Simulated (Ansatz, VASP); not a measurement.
Given: the input of a run of Ansatz 0.2.0 on Al2O3.

The input input.yaml:

```yaml
crystal:
  lattice:
    - [3.017482544, 0.0, 0.0]
    - [-1.508741272, 2.6132165386, 0.0]
    - [0.0, 0.0, 7.5746360022]
  atoms:
    - { symbol: Al, position: [0.0, 0.0, 0.722049] }
    - { symbol: Al, position: [0.0, 0.0, 0.277951] }
    - { symbol: O, position: [0.0, 0.0, 0.5] }
    - { symbol: O, position: [0.6666666667, 0.3333333333, 0.800546] }
    - { symbol: O, position: [0.3333333333, 0.6666666667, 0.199454] }
kpoints:
  mp_grid: { grid: [10, 10, 4] }
scf:
  occupations: { method: fermi_dirac, width: 0.05 }
hamiltonian:
  xc: lda
  pseudopotentials: { kind: all_electron, lapw: { basis_error: 0.002 } }
output:
  forces: true
  stress: true
  eigenvalues: true
```

Potentials or basis: all-electron LAPW, scalar-relativistic.

Command:

```console
$ ansatz run input.yaml --threads 4 --pin off --max-ram 12288MiB --backend cpu --events-out ev --progress --plain --runs-dir out
```

Task: Translate it to VASP 6.6.1. Potentials there: VASP PAW LDA potentials, release 64 (Al, O).

Result: As run (the cutoff follows the program's own potentials):

The input INCAR:

```
PREC = Accurate
ENCUT = 520
EDIFF = 1E-6
ISMEAR = -1
SIGMA = 0.05
LREAL = False
LASPH = True
NELM = 100
ALGO = Normal
ISIF = 2
LWAVE = False
LCHARG = False
GGA = CA
NBANDS = 20
```

KPOINTS

```
regular mesh
0
Gamma
  10 10 4
```

File POSCAR:

```
Al2O3
1.0
    3.0174825440      0.0000000000      0.0000000000
   -1.5087412720      2.6132165386      0.0000000000
    0.0000000000      0.0000000000      7.5746360022
Al O
2 3
Direct
    0.0000000000      0.0000000000      0.7220490000
    0.0000000000      0.0000000000      0.2779510000
    0.0000000000      0.0000000000      0.5000000000
    0.6666666667      0.3333333333      0.8005460000
    0.3333333333      0.6666666667      0.1994540000
```

Potentials or basis: VASP PAW LDA potentials, release 64 (Al, O).

Command:

```bash
$ cat potpaw_LDA.64/Al/POTCAR potpaw_LDA.64/O/POTCAR > POTCAR
$ mpirun -np 1 vasp_std > vasp.out
```

Both were run:

|  | VASP | Ansatz | Ansatz less VASP |
| --- | --- | --- | --- |
| gap on the k mesh at the Fermi level (eV) | 2.19 | 2.23 | +0.041 |
| least direct gap on the mesh (eV) | 2.19 | 2.23 | +0.041 |
| pressure (GPa) | -7.6 | -8.1 | -0.52 |
| traceless stress, the component that is largest in VASP (GPa) | 0.47 | 0.13 | -0.344 |
| rms of the force components (eV/Å) | 0.162 | 0.182 | +0.0198 |

LDA's correlation is that of Perdew and Zunger in VASP and of Perdew and Wang (1992) in Ansatz. Atom by atom the forces differ by 0.028 eV/Å (rms over components). Ansatz ran all-electron here, and VASP with PAW potentials.
